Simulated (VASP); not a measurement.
# AlGaN2 (P-4m2) in VASP: notebook, part 2 of 3

VASP 6.6.1. The steps go on from the part before.

## (3) Relaxation of cell and atoms, LDA, target pressure 5 GPa, at which the enthalpy is minimised

This run uses another cell than the first one, of 10.39 Å³/atom, 1.022 times its volume.

File INCAR:

```
SYSTEM = AlGaN2
ALGO     = Normal         ! electronic algorithm
EDIFF    = 1E-6           ! SCF threshold, eV
EDIFFG   = -0.008         ! ionic threshold
ENCUT    = 600            ! plane-wave cutoff, eV
GGA      = CA             ! functional
IBRION   = 2              ! ionic algorithm
ISIF     = 3              ! what is computed and relaxed
ISMEAR   = 0              ! smearing method
LASPH    = .TRUE.         ! aspherical terms in the spheres
LCHARG   = .FALSE.        ! write CHGCAR
LREAL    = .FALSE.        ! projectors in reciprocal space
LWAVE    = .FALSE.        ! write WAVECAR
NELM     = 80             ! most SCF steps
NSW      = 70             ! ionic steps
PREC     = Accurate       ! precision mode
PSTRESS  = 50.0         
SIGMA    = 0.02           ! smearing width, eV
```

File KPOINTS:

```
k-points
0
G
  8 8 6
  0 0 0
```

File POSCAR:

```
AlGaN2
1.0
    3.0913365906      0.0000000000      0.0000000000
    0.0000000000      3.0913365906      0.0000000000
    0.0000000000      0.0000000000      4.3495313481
Al Ga N
1 1 2
Direct
    0.5000000000      0.5000000000      0.5000000000
    0.0000000000      0.0000000000      0.0000000000
    0.5000000000      0.0000000000      0.7399927245
    0.0000000000      0.5000000000      0.2600072755
```

Potentials or basis: VASP PAW LDA potentials, release 64 (Al, Ga_d, N).

Started as:

```
$ cat potpaw_LDA.64/Al/POTCAR potpaw_LDA.64/Ga_d/POTCAR potpaw_LDA.64/N/POTCAR > POTCAR
$ mpirun -np 1 vasp_std > vasp.out
```

OUTCAR:

```text
SYSTEM = AlGaN2
   EDIFF = 1E-6
   EDIFFG = -0.008
   ENCUT = 600
   GGA = CA
   IBRION = 2
   ISIF = 3
   ISMEAR = 0
   LASPH = .TRUE.
   LREAL = .FALSE.
   NELM = 80
   NSW = 70
   PREC = Accurate
   PSTRESS = 50.0

 ion  position               nearest neighbor table
   1  0.500  0.500  0.500-   3 1.87   4 1.87   3 1.87   4 1.87   2 3.08   2 3.08   2 3.08   2 3.08
                             2 3.08   2 3.08   2 3.08   2 3.08
   2  0.000  0.000  0.000-   3 1.92   4 1.92   4 1.92   3 1.92   1 3.08   1 3.08   1 3.08   1 3.08
                             1 3.08   1 3.08   1 3.08   1 3.08
   3  0.500  0.000  0.740-   1 1.87   1 1.87   2 1.92   2 1.92
   4  0.000  0.500  0.260-   1 1.87   1 1.87   2 1.92   2 1.92

  LATTYP: Found a simple tetragonal cell.
 ALAT       =     3.0913365906
 C/A-ratio  =     1.4070067172

  Lattice vectors:

 A1 = (   3.0913365906,   0.0000000000,   0.0000000000)
[... 382 lines left out ...]

 number of electron      26.0000000 magnetization

 Free energy of the ion-electron system (eV)
  ---------------------------------------------------
  ext. energy  EPLUGINS =         0.00000000
  ---------------------------------------------------
  free energy    TOTEN  =       -30.30082952 eV

  energy without entropy =      -30.30082952  energy(sigma->0) =      -30.30082952

 E-fermi :   5.9437     XC(G=0): -11.9412

 val. band max:        5.8619575110   @ k =   0.0000   0.0000   0.0000
 cond. band min:       9.0709065719   @ k =   0.0000   0.0000   0.0000
 fundamental gap:      3.2089490609
 Fermi energy:         5.9437386701

 k-point     1 :       0.0000    0.0000    0.0000
  band No.  band energies     occupation
      1      -9.8360      2.00000
      2      -8.3139      2.00000
      3      -7.2321      2.00000
      4      -7.2321      2.00000
      5      -7.1851      2.00000
      6      -6.9952      2.00000
[... 457 lines left out ...]
      4      -7.1152      2.00000
      5      -7.1092      2.00000
      6      -6.3522      2.00000
[... 9 lines left out ...]
     16      14.0718      0.00000
     17      14.7556      0.00000

 [... further k-points ...]
[... 5 lines left out ...]
  --------------------------------------------------------------------------------------
  -------------------------------------------------------------------------------------
  Total        1.3108574      1.3108574      1.3003562      0.0000000      0.0000000      0.0000000
  in kB       50.3138423     50.3138423     49.9107821      0.0000000      0.0000000      0.0000000
  external PRESSURE =       0.1794889 kB  Pullay stress =      50.0000000 kB
[... 23 lines left out ...]
  energy  without entropy=      -30.3008295204  energy(sigma->0) =      -30.30082952

  enthalpy is  TOTEN    =       -28.9981488225 eV   P V=        1.3026806979

 reached required accuracy - stopping structural energy minimisation
```

OSZICAR:

```text
N       E                     dE             d eps       ncg     rms          rms(c)
DAV:   1     0.181455656969E+03    0.18146E+03   -0.14853E+04  2128   0.251E+03
DAV:   2    -0.171456999485E+02   -0.19860E+03   -0.19094E+03  2424   0.448E+02
DAV:   3    -0.347487649725E+02   -0.17603E+02   -0.17486E+02  2440   0.122E+02
DAV:   4    -0.351772639687E+02   -0.42850E+00   -0.42798E+00  2826   0.187E+01
[... 38 lines left out ...]
   5 F= -.28998144E+02 E0= -.28998144E+02  d E =-.529666E-03
       N       E                     dE             d eps       ncg     rms          rms(c)
DAV:   1    -0.303008315197E+02    0.96870E-04   -0.18097E-03  2048   0.343E-01    0.975E-03
DAV:   2    -0.303008303765E+02    0.11431E-05   -0.30899E-05  2930   0.832E-02    0.514E-03
DAV:   3    -0.303008295204E+02    0.85609E-06   -0.28103E-06  2366   0.357E-02
   6 F= -.28998149E+02 E0= -.28998149E+02  d E =-.506861E-05
```

CONTCAR:

```text
AlGaN2
   1.00000000000000
     3.0958381911504316    0.0000000000000000   -0.0000000000000000
     0.0000000000000000    3.0958381911504316    0.0000000000000000
    -0.0000000000000000    0.0000000000000000    4.3553398524619018
  Al              Ga              N
     1     1     2
Direct
     0.5000000000000000    0.5000000000000000    0.5000000000000000
     1.0000000000000000    0.0000000000000000    0.0000000000000000
     0.5000000000000000    0.0000000000000000    0.7397126681312837
     1.0000000000000000    0.5000000000000000    0.2602873318687164

  0.00000000E+00  0.00000000E+00  0.00000000E+00
  0.00000000E+00  0.00000000E+00  0.00000000E+00
  0.00000000E+00  0.00000000E+00  0.00000000E+00
  0.00000000E+00  0.00000000E+00  0.00000000E+00
```

Wall time 72 s (1 thread of Intel Xeon Platinum 8559C (Emerald Rapids), shared host); peak memory 0.19 GiB.

Results:

```
Free energy                                            : -30.3008 eV
Relaxed volume                                         : 10.44 Å³/atom
Relaxed cell                                           : a = 3.096 Å, b = 3.096 Å, c = 4.355 Å, α = 90.00°, β = 90.00°, γ = 90.00°
Space group after relaxing (to 0.05 Å)                 : P-4m2 (No. 115)
Energy change on relaxing (the enthalpy is what falls) : -1.5 meV/atom
Ionic steps                                            : 6
Pressure after relaxing                                : 5.0 GPa
Band gap on the k mesh                                 : 3.21 eV, direct
```

Forces on the atoms (eV/Å):
```
Al   0.000  0.000  0.000
Ga   0.000  0.000  0.000
N    0.000  0.000  0.002
N    0.000  0.000 -0.002
```

The path:
```csv
step,energy change (eV),largest force (eV/Å),pressure (GPa),volume (Å³)
1,0.0000,0.0318,5.94,41.57
2,-0.0113,0.0119,3.95,41.93
3,-0.0060,0.0115,5.08,41.74
4,-0.0064,0.0096,4.85,41.75
5,-0.0062,0.0103,4.98,41.75
6,-0.0061,0.0022,5.02,41.74
```

Final structure:
```yaml
crystal:
  lattice:
    - [3.09584, 0.00000, 0.00000]
    - [0.00000, 3.09584, 0.00000]
    - [0.00000, 0.00000, 4.35534]
  atoms:
    - { symbol: Al, position: [0.50000, 0.50000, 0.50000] }
    - { symbol: Ga, position: [0.00000, 0.00000, 0.00000] }
    - { symbol: N, position: [0.50000, 0.00000, 0.73971] }
    - { symbol: N, position: [0.00000, 0.50000, 0.26029] }
```

Levels at points of the mesh, in eV from the valence-band top:
```tsv
k point	band 10	band 11	band 12	band 13	band 14	band 15	band 16	band 17
(0.00, 0.00, 0.00)	-2.46	-0.24	0.00	0.00	3.21	3.51	7.69	11.43
(0.50, 0.00, 0.00)	-3.10	-2.99	-1.02	-0.74	7.24	7.43	8.10	8.61
(0.50, 0.50, 0.00)	-2.42	-2.39	-2.39	-2.36	3.25	3.25	6.47	8.83
(0.00, 0.00, 0.50)	-1.66	-1.66	-1.04	-1.04	5.39	5.53	8.19	9.36
(0.50, 0.00, 0.50)	-1.00	-0.91	-0.62	-0.61	5.48	6.83	9.31	9.63
(0.50, 0.50, 0.50)	-4.22	-3.42	-3.42	-3.41	6.21	6.21	9.23	10.98
```

Caveat: the cell is relaxed towards a set pressure, so the enthalpy falls and the energy may rise. Expect the measured gap to be larger: semilocal functionals such as LDA lack the derivative discontinuity.

## (4) Relaxation of cell and atoms, LDA, target pressure 2 GPa, at which the enthalpy is minimised

This run uses another cell than the first one, of 10.43 Å³/atom, 1.026 times its volume.

File INCAR:

```
SYSTEM = AlGaN2
PREC = Accurate
ENCUT = 600
EDIFF = 1E-7
ISMEAR = 0
SIGMA = 0.02
LREAL = .False.
LASPH = .True.
NELM = 80
ALGO = Normal
ISIF = 3
LWAVE = .False.
LCHARG = .False.
IBRION = 2
NSW = 70
EDIFFG = -0.008
PSTRESS = 20.0
```

File KPOINTS:

```
regular mesh
0
Gamma
  8 8 6
  0 0 0
```

File POSCAR:

```
AlGaN2
1.0
    3.0953186240      0.0000000000      0.0000000000
    0.0000000000      3.0953186240      0.0000000000
    0.0000000000      0.0000000000      4.3562282533
Al Ga N
1 1 2
Direct
    0.5000000000      0.5000000000      0.5000000000
    0.0000000000      0.0000000000      0.0000000000
    0.5000000000      0.0000000000      0.7400513254
    0.0000000000      0.5000000000      0.2599486746
```

Potentials or basis: VASP PAW LDA potentials, release 64 (Al, Ga_d, N).

Started as:

```
$ cat potpaw_LDA.64/Al/POTCAR potpaw_LDA.64/Ga_d/POTCAR potpaw_LDA.64/N/POTCAR > POTCAR
$ mpirun -np 1 vasp_std > vasp.out
```

OUTCAR:

```text
SYSTEM = AlGaN2
   PREC = Accurate
   ENCUT = 600
   EDIFF = 1E-7
   ISMEAR = 0
   LREAL = .False.
   LASPH = .True.
   NELM = 80
   ISIF = 3
   IBRION = 2
   NSW = 70
   EDIFFG = -0.008
   PSTRESS = 20.0

 ion  position               nearest neighbor table
   1  0.500  0.500  0.500-   3 1.87   4 1.87   3 1.87   4 1.87   2 3.09   2 3.09   2 3.09   2 3.09
                             2 3.09   2 3.09   2 3.09   2 3.09
   2  0.000  0.000  0.000-   3 1.92   4 1.92   4 1.92   3 1.92   1 3.09   1 3.09   1 3.09   1 3.09
                             1 3.09   1 3.09   1 3.09   1 3.09
   3  0.500  0.000  0.740-   1 1.87   1 1.87   2 1.92   2 1.92
   4  0.000  0.500  0.260-   1 1.87   1 1.87   2 1.92   2 1.92

  LATTYP: Found a simple tetragonal cell.
 ALAT       =     3.0953186240
 C/A-ratio  =     1.4073602050
[... 346 lines left out ...]

 number of electron      26.0000000 magnetization

 Free energy of the ion-electron system (eV)
  ---------------------------------------------------
  ext. energy  EPLUGINS =         0.00000000
  ---------------------------------------------------
  free energy    TOTEN  =       -30.31313528 eV

  energy without entropy =      -30.31313528  energy(sigma->0) =      -30.31313528

 E-fermi :   5.8694     XC(G=0): -11.8759

 val. band max:        5.7206418653   @ k =   0.0000   0.0000   0.0000
 cond. band min:       8.8299882859   @ k =   0.0000   0.0000   0.0000
 fundamental gap:      3.1093464206
 Fermi energy:         5.8694118562

 k-point     1 :       0.0000    0.0000    0.0000
  band No.  band energies     occupation
      1      -9.8763      2.00000
      2      -8.4149      2.00000
      3      -7.3712      2.00000
      4      -7.3712      2.00000
      5      -7.3245      2.00000
      6      -7.1440      2.00000
[... 457 lines left out ...]
      4      -7.2564      2.00000
      5      -7.2529      2.00000
      6      -6.4895      2.00000
[... 9 lines left out ...]
     16      13.8415      0.00000
     17      14.5265      0.00000

 [... further k-points ...]
[... 5 lines left out ...]
  --------------------------------------------------------------------------------------
  -------------------------------------------------------------------------------------
  Total        0.5423578      0.5423578      0.5366133      0.0000000      0.0000000      0.0000000
  in kB       20.5432917     20.5432917     20.3257059      0.0000000      0.0000000      0.0000000
  external PRESSURE =       0.4707631 kB  Pullay stress =      20.0000000 kB
[... 23 lines left out ...]
  energy  without entropy=      -30.3131352770  energy(sigma->0) =      -30.31313528

  enthalpy is  TOTEN    =       -29.7851208064 eV   P V=        0.5280144706

 reached required accuracy - stopping structural energy minimisation
```

OSZICAR:

```text
N       E                     dE             d eps       ncg     rms          rms(c)
DAV:   1     0.172553640360E+03    0.17255E+03   -0.14773E+04  2168   0.248E+03
DAV:   2    -0.191145930495E+02   -0.19167E+03   -0.18624E+03  2432   0.429E+02
DAV:   3    -0.348040805035E+02   -0.15689E+02   -0.15595E+02  2449   0.115E+02
[... 41 lines left out ...]
       N       E                     dE             d eps       ncg     rms          rms(c)
DAV:   1    -0.303131355722E+02    0.75685E-05   -0.13259E-03  2052   0.264E-01    0.588E-03
DAV:   2    -0.303131357113E+02   -0.13908E-06   -0.19864E-05  2900   0.488E-02    0.337E-03
DAV:   3    -0.303131352519E+02    0.45938E-06   -0.16361E-06  2674   0.211E-02    0.107E-03
DAV:   4    -0.303131352770E+02   -0.25111E-07   -0.44639E-07  2188   0.714E-03
   5 F= -.29785121E+02 E0= -.29785121E+02  d E =-.348017E-05
```

CONTCAR:

```text
AlGaN2
   1.00000000000000
     3.1092529638143334    0.0000000000000000    0.0000000000000000
     0.0000000000000000    3.1092529638143334    0.0000000000000000
    -0.0000000000000000    0.0000000000000000    4.3753650925499565
  Al              Ga              N
     1     1     2
Direct
     0.5000000000000000    0.5000000000000000    0.5000000000000000
     0.0000000000000000    0.0000000000000000    0.0000000000000000
     0.5000000000000000    0.0000000000000000    0.7397622458506679
     1.0000000000000000    0.5000000000000000    0.2602377541493321

  0.00000000E+00  0.00000000E+00  0.00000000E+00
  0.00000000E+00  0.00000000E+00  0.00000000E+00
  0.00000000E+00  0.00000000E+00  0.00000000E+00
  0.00000000E+00  0.00000000E+00  0.00000000E+00
```

It took 78 s on 1 thread of Intel Xeon Platinum 8559C (Emerald Rapids), shared host; peak memory 0.19 GiB.

Results:

| Quantity | Value |
| --- | --- |
| Free energy | -30.3131 eV |
| Relaxed volume | 10.57 Å³/atom |
| Relaxed cell | a = 3.109 Å, b = 3.109 Å, c = 4.375 Å, α = 90.00°, β = 90.00°, γ = 90.00° |
| Space group after relaxing (to 0.05 Å) | P-4m2 (No. 115) |
| Energy change on relaxing (the enthalpy is what falls) | -3.1 meV/atom |
| Ionic steps | 5 |
| Pressure after relaxing | 2.0 GPa |
| Band gap on the k mesh | 3.11 eV, direct |

The path:
```csv
step,energy change (eV),largest force (eV/Å),pressure (GPa),volume (Å³)
1,0.0000,0.0372,4.99,41.74
2,-0.0143,0.0178,-1.01,42.92
3,-0.0125,0.0091,1.99,42.31
4,-0.0123,0.0098,2.05,42.30
5,-0.0123,0.0006,2.05,42.30
```

Final structure:
```yaml
crystal:
  lattice:
    - [3.10925, 0.00000, 0.00000]
    - [0.00000, 3.10925, 0.00000]
    - [0.00000, 0.00000, 4.37537]
  atoms:
    - { symbol: Al, position: [0.50000, 0.50000, 0.50000] }
    - { symbol: Ga, position: [0.00000, 0.00000, 0.00000] }
    - { symbol: N, position: [0.50000, 0.00000, 0.73976] }
    - { symbol: N, position: [0.00000, 0.50000, 0.26024] }
```

Caveat: the cell is relaxed towards a set pressure, so the enthalpy falls and the energy may rise.

(Continued in part 3 of 3.)
